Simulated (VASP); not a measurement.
Crystal: Tl.

```
Tl
1.0
     0.00000    3.84667    3.84667
     3.84667    0.00000    3.84667
     3.84667    3.84667    0.00000
Tl
4
Direct
  0.62500 0.62500 0.62500
  0.62500 0.62500 0.12500
  0.62500 0.12500 0.62500
  0.12500 0.62500 0.62500
```

The cell was generated, and may not be a known phase.

```yaml
Program: VASP 6.6.1
Task: relaxation of cell and atoms
Functional: PBE
Potentials_or_basis: VASP PAW PBE potentials, release 64 (Tl_d)
Cutoff: 600 eV
k_mesh: 4 × 4 × 4
Occupations: gaussian, width 0.1 eV
Spin: no spin polarisation
```

At the start: pressure 30.0 GPa; volume 28.46 Å³/atom.

Q: Where does the relaxation end?

A: Over 4 steps the energy falls by 1107.4 meV/atom and the volume is 51.47 Å³/atom (+80.9 %); space group Fd-3m (No. 227, to 0.1 Å) before and after.

Step by step:
| step | energy change (eV) | largest force (eV/Å) | pressure (GPa) | volume (Å³) |
| --- | --- | --- | --- | --- |
| 1 | 0.0000 | 0.0000 | 29.97 | 113.84 |
| 2 | -4.3598 | 0.0000 | -0.95 | 225.98 |
| 3 | -4.3726 | 0.0000 | 1.15 | 187.03 |
| 4 | -4.4297 | 0.0000 | -0.09 | 205.88 |

Final structure:
```
Tl
1.0
     0.00000    4.68665    4.68665
     4.68665    0.00000    4.68665
     4.68665    4.68665    0.00000
Tl
4
Direct
  0.62500 0.62500 0.62500
  0.62500 0.62500 0.12500
  0.62500 0.12500 0.62500
  0.12500 0.62500 0.62500
```

Caveat: the volume moved by over 15 % at a fixed basis, so the end points are rough.
